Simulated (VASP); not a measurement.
Runs of VASP 6.6.1 on Cu. The structure is that of space group I4/mmm (No. 139), or close to it. The cells are those of the table. 

```tsv
cell	gap on the mesh (eV)	pressure (GPa)
a = 2.551, b = 2.551, c = 2.347 Å, angles 62.6, 62.6, 54.8°, 1 atom	none	23.6
a = 2.502, b = 2.502, c = 2.994 Å, angles 53.2, 53.2, 73.5°, 1 atom	none	1.6
a = 2.409, b = 2.409, c = 2.670 Å, angles 56.4, 56.4, 67.3°, 1 atom	none	(c)
a = 2.394, b = 2.394, c = 2.484 Å, angles 58.7, 58.7, 62.5°, 1 atom	none	39.0
a = 2.373, b = 2.373, c = 2.549 Å, angles 57.5, 57.5, 65.0°, 1 atom	none	(b)
a = 2.629, b = 2.629, c = 2.912 Å, angles 56.4, 56.4, 67.3°, 1 atom	none	-13.3
a = 2.360, b = 2.360, c = 2.825 Å, angles 53.2, 53.2, 73.5°, 1 atom	none	40.1
a = 2.409, b = 2.409, c = 2.884 Å, angles 53.2, 53.2, 73.5°, 1 atom	none	(a)
```

Alike in all rows: task single point; level PBE; potentials or basis VASP PAW PBE potentials, release 64 (Cu); no spin polarisation; k mesh 24 × 24 × 24; cutoff (eV) 520; smearing gaussian 0.15 eV.

Task: Estimate the missing entries.

Result: (a) 23.0; (b) 39.5; (c) 22.5.

A gap of «none» marks levels without a gap at the run's occupations.
